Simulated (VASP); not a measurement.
Input of a VASP 6.6.1 run:

INCAR

```
SYSTEM = Pt
PREC = Accurate ; ENCUT = 520
EDIFF = 1E-7 ; ISMEAR = 0
SIGMA = 0.1 ; LREAL = .False.
LASPH = .True. ; NELM = 80
ALGO = Normal ; ISIF = 2
LWAVE = .False. ; LCHARG = .False.
GGA = PE ; NBANDS = 22
```

The input KPOINTS:

```
Automatic mesh
0
Gamma
  6 6 6
  0 0 0
```

POSCAR

```
Pt
1.0
    0.0000000000      3.0351717634      3.0351717634
    3.0351717634      0.0000000000      3.0351717634
    3.0351717634      3.0351717634      0.0000000000
Pt
3
Direct
    0.7500000000      0.7500000000      0.7500000000
    0.0000000000      0.0000000000      0.0000000000
    0.2500000000      0.2500000000      0.2500000000
```

Potentials or basis: VASP PAW PBE potentials, release 64 (Pt).

Launch:

```bash
$ cat potpaw_PBE.64/Pt/POTCAR > POTCAR
$ mpirun -np 1 vasp_std > vasp.out
```

(1) Estimate the band gap on the k mesh.

(2) Predict the pressure.

## Answers

(1) zero (band 15 reaches 8.47 eV, above the bottom of band 16 at 7.68 eV).

(2) -0.4 GPa.

Caveat: spin-orbit coupling is left out, which moves the levels of the heavy elements.
